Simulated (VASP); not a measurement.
Write the native input for VASP 6.6.1 that does the following.

* Task: single point
* Functional: PBEsol
* Potentials or basis: VASP PAW PBE potentials, release 64 (W_sv, Se)
* Cutoff: 520 eV
* k mesh: 7 × 7 × 2
* Occupations: gaussian, width 0.05 eV
* Spin: collinear spin
* Starting moments: [0.5, 0.5, 0.0, 0.0, 0.0, 0.0] μB
* Fixed moment: 1 μB
* Hubbard terms: W d U = 6.0 eV
* Dipole correction: no
* Further INCAR settings: ALGO = Normal; EDIFF = 1e-06; NBANDS = 39

The structure of WSe2 lies in POSCAR:

```
WSe2
1.0
    3.2899988200      0.0000000000      0.0000000000
   -1.6449994100      2.8492225500      0.0000000000
    0.0000000000      0.0000000000     12.9700014400
W Se
2 4
Direct
    0.3333333333      0.6666666667      0.2500000000
    0.6666666667      0.3333333333      0.7500000000
    0.3333333333      0.6666666667      0.6210000000
    0.6666666667      0.3333333333      0.1210000000
    0.3333333333      0.6666666667      0.8790000000
    0.6666666667      0.3333333333      0.3790000000
```

These files were run (other wordings do the same):

INCAR

```
ALGO = Normal
EDIFF = 1E-6
ENCUT = 520
GGA = PS
ISIF = 2
ISMEAR = 0
ISPIN = 2
LASPH = T
LCHARG = F
LDAU = T
LDAUJ = 0 0
LDAUL = 2 -1
LDAUPRINT = 1
LDAUTYPE = 2
LDAUU = 6 0
LMAXMIX = 4
LORBIT = 11
LREAL = F
LWAVE = F
MAGMOM = 0.5 0.5 0 0 0 0
NBANDS = 39
NELM = 150
NUPDOWN = 1.0
PREC = Accurate
SIGMA = 0.05
```

KPOINTS

```
k-points
0
Gamma
  7 7 2
```

Potentials or basis: VASP PAW PBE potentials, release 64 (W_sv, Se).

Launch:

```bash
$ cat potpaw_PBE.64/W_sv/POTCAR potpaw_PBE.64/Se/POTCAR > POTCAR
$ mpirun -np 1 vasp_std > vasp.out
```

It gave:

```
Pressure                                              : 5.2 GPa
Largest force                                         : 0.549 eV/Å
Net moment                                            : 1.00 μB per cell
Site moments                                          : W +0.46; Se -0.01 μB
Valence electrons inside the program's atomic spheres : W 11.86; Se 3.91
```

Caveat: the cell stands under pressure; the PAW data sets were made with another functional, which shifts forces and pressure a little; this functional lacks dispersion, which binds layers or chains, so the pressure and a relaxed spacing across them are unreliable; the total moment is fixed, so each spin has its own Fermi level and the state may be an excited one.

It took 4.3 min on 1 thread of Intel(R) Xeon(R) Platinum 8259CL CPU @ 2.50GHz (Skylake/Cascade Lake), with other jobs on the host, peak memory 0.33 GiB.
